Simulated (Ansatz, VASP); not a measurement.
AlN in VASP and in Ansatz

```
CELL_PARAMETERS angstrom
3.07280 0.03095 0.06222
-1.50959 2.64955 -0.05471
0.09956 -0.04361 4.99746
ATOMIC_POSITIONS crystal
Al 0.33580 0.65116 0.00291
Al 0.65644 0.32396 0.49323
N 0.34045 0.66366 0.38236
N 0.66731 0.36122 0.89149
```

Change from the starting cell: all atoms moved at random, cell strained at random.

Alike in both runs: task single point; functional PBEsol; k mesh 9 × 9 × 6; occupations gaussian, width 0.02 eV; no spin polarisation.

|  | VASP | Ansatz |
| --- | --- | --- |
| version | VASP 6.6.1 | Ansatz 0.2.0 |
| potentials or method | VASP PAW PBE potentials, release 64 (Al, N), cutoff 520 eV | scalar-relativistic, plane waves, PAW |
| valence electrons in the cell | 16 | 16 |

Ansatz gave:

* gap on the k mesh at the Fermi level (eV): 4.13
* least direct gap on the mesh (eV): 4.13
* pressure (GPa): 8.3
* traceless stress, the component that is largest in VASP (GPa): -11.04
* rms of the force components (eV/Å): 1.531

Which values does VASP return?

gap on the k mesh at the Fermi level (eV): 4.15; least direct gap on the mesh (eV): 4.15; pressure (GPa): 8.4; traceless stress, the component that is largest in VASP (GPa): -11.23; rms of the force components (eV/Å): 1.554.

VASP's potentials were made for PBE, not for PBEsol. Atom by atom the forces differ by 0.023 eV/Å (rms over components).
